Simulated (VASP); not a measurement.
Wanted: the native input for a VASP 6.6.1 run.

```
Task                   : relaxation of cell and atoms
Functional             : PBE
Potentials or basis    : VASP PAW PBE potentials, release 64 (Si, Ni)
Cutoff                 : 600 eV
k mesh                 : 10 × 10 × 10
Occupations            : gaussian, width 0.15 eV
Spin                   : no spin polarisation
Dipole correction      : no
Further INCAR settings : ALGO = Normal; EDIFF = 1e-07; IBRION = 2; EDIFFG = -0.01; NSW = 100; ISIF = 3
```

The structure of Si2Ni lies in POSCAR:

```
Si2Ni
1.0
   -0.1856602006      2.6966396963      2.7974956349
    2.4933280387     -0.1902201748      2.8020556091
    2.4864998761      2.6943715080     -0.1833920122
Si Ni
2 1
Direct
    0.2487405356      0.2544404918      0.2544024394
    0.7600279129      0.7486233526      0.7411749715
   -0.0087684485     -0.0030638444      0.0044225891
```

One way to write it, as run:

INCAR

```
PREC = Accurate
ENCUT = 600
EDIFF = 1E-7
ISMEAR = 0
SIGMA = 0.15
LREAL = F
LASPH = T
NELM = 100
ALGO = Normal
ISIF = 3
LWAVE = F
LCHARG = F
GGA = PE
IBRION = 2
NSW = 100
EDIFFG = -0.01
```

KPOINTS

```
regular mesh
0
Gamma
  10 10 10
```

Potentials or basis: VASP PAW PBE potentials, release 64 (Si, Ni).

The run is started by

```bash
$ cat potpaw_PBE.64/Si/POTCAR potpaw_PBE.64/Ni/POTCAR > POTCAR
$ mpirun -np 1 vasp_std > vasp.out
```

Results of the run:

| Property | Result |
| --- | --- |
| Relaxed volume | 13.44 Å³/atom |
| Relaxed cell | a = 3.851 Å, b = 3.848 Å, c = 3.848 Å, α = 60.05°, β = 59.99°, γ = 60.00° |
| Space group after relaxing (to 0.1 Å) | Fm-3m (No. 225) |
| Energy gained by relaxing | 91.7 meV/atom |
| Ionic steps | 15 |
| Pressure after relaxing | 0.0 GPa |
| Largest force after relaxing | 0.009 eV/Å |
| Band gap on the k mesh | zero (bands 9 and 10 overlap by 2.15 eV) |

Wall time 16 min on 1 thread of Intel(R) Xeon(R) 6975P-C (Granite Rapids), with other jobs on the host, peak memory 0.5 GiB.
